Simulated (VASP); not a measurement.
Input of a VASP 6.6.1 run:

The input POSCAR:

```
CdTe
1.0
    0.0000000000      3.2050000000      3.2050000000
    3.2050000000      0.0000000000      3.2050000000
    3.2050000000      3.2050000000      0.0000000000
Te Cd
1 1
Direct
    0.7500000000      0.7500000000      0.7500000000
    0.0000000000      0.0000000000      0.0000000000
```

Contents of INCAR.step1:

```
SYSTEM = CdTe
ALGO = Normal
EDIFF = 1E-5
ENCUT = 520
GGA = PE
ISIF = 2
ISMEAR = -1
LASPH = .TRUE.
LCHARG = .FALSE.
LREAL = .FALSE.
LWAVE = .TRUE.
NBANDS = 16
NELM = 60
PREC = Accurate
SIGMA = 0.05
```

The input INCAR.step2:

```
SYSTEM = CdTe
AEXX = 0.25
ALGO = Normal
EDIFF = 1E-6
ENCUT = 520
GGA = PE
ISIF = 2
ISMEAR = -1
ISTART = 1
LASPH = .TRUE.
LCHARG = .FALSE.
LHFCALC = .TRUE.
LREAL = .FALSE.
LWAVE = .FALSE.
NBANDS = 16
NELM = 60
PREC = Accurate
PRECFOCK = Normal
SIGMA = 0.05
```

The input KPOINTS:

```
k-points
0
G
  6 6 6
  0 0 0
```

Potentials or basis: VASP PAW PBE potentials, release 64 (Te, Cd).

The run is started by

```console
$ cat potpaw_PBE.64/Te/POTCAR potpaw_PBE.64/Cd/POTCAR > POTCAR
$ cp INCAR.step1 INCAR
$ mpirun -np 1 vasp_std > vasp.out
$ cp INCAR.step2 INCAR
$ mpirun -np 1 vasp_std > vasp.out
```

Estimate the pressure.

3.1 GPa.

What does it give for the band gap on the k mesh?

2.28 eV.

Caveat: the cell stands under pressure; the PAW data sets were made with another functional, which shifts forces and pressure a little; spin-orbit coupling is left out, which moves the levels of the heavy elements.
